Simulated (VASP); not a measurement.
**Mg5Se2: single point with PBE**

The system is Mg5Se2.

```xyz
14
Lattice="7.5132 -3.3314 0.4049 7.5132 3.3314 0.4049 -0.4398 0.0000 6.2044" Properties=species:S:1:pos:R:3 pbc="T T T"
Mg    7.1834    0.9688    5.0582
Mg   10.6655   -1.2190    1.9751
Mg    4.1410   -1.2190    1.9369
Mg    1.2265   -0.3187    2.5970
Mg   13.5801   -0.3187    1.3149
Mg    7.4033   -0.9688    1.9560
Mg   10.4457    1.2190    5.0773
Mg    3.9211    1.2190    5.0391
Mg    1.0066    0.3187    5.6993
Mg   13.3602    0.3187    4.4171
Se    5.3709   -0.9684    5.8853
Se    8.9958   -0.9684    4.2311
Se    5.5908    0.9684    2.7831
Se    9.2157    0.9684    1.1289
```

| Item | Value |
| --- | --- |
| Program | VASP 6.6.1 |
| Task | single point |
| Functional | PBE |
| Potentials or basis | VASP PAW PBE potentials, release 64 (Mg, Se) |
| Cutoff | 520 eV |
| k mesh | 3 × 3 × 3 |
| Occupations | gaussian, width 0.2 eV |
| Spin | no spin polarisation |
| Dipole correction | no |
| Further INCAR settings | ALGO = Normal; EDIFF = 1e-07; NBANDS = 35 |

```yaml
Pressure: 0.0 GPa
Largest_force: 0.037 eV/Å
Band_gap_on_the_k_mesh: zero (bands 22 and 23 overlap by 0.05 eV)
```

Forces on the atoms (eV/Å):
```
Mg   0.000  0.008  0.000
Mg  -0.008  0.002  0.014
Mg   0.008  0.002 -0.014
Mg  -0.007  0.007 -0.009
Mg   0.007  0.007  0.009
Mg   0.000 -0.008  0.000
Mg  -0.008 -0.002  0.014
Mg   0.008 -0.002 -0.014
Mg  -0.007 -0.007 -0.009
Mg   0.007 -0.007  0.009
Se  -0.034 -0.011  0.010
Se   0.034 -0.011 -0.010
Se  -0.034  0.011  0.010
Se   0.034  0.011 -0.010
```

Stress tensor (GPa, compression positive):
```
-0.03  0.00  0.02
 0.00  0.10  0.00
 0.02  0.00 -0.13
```

Levels at points of the mesh, in eV from the Fermi level:
```csv
k point,band 19,band 20,band 21,band 22,band 23,band 24,band 25,band 26
"(0.00, 0.00, 0.00)",-2.06,-1.68,-0.91,-0.03,0.07,0.22,0.34,0.97
```

Run time: 82 s on 1 thread of Intel(R) Xeon(R) 6975P-C (Granite Rapids), on a shared host, peak memory 0.49 GiB.

Caveat: semilocal functionals underestimate gaps, so a narrow gap can read as zero.
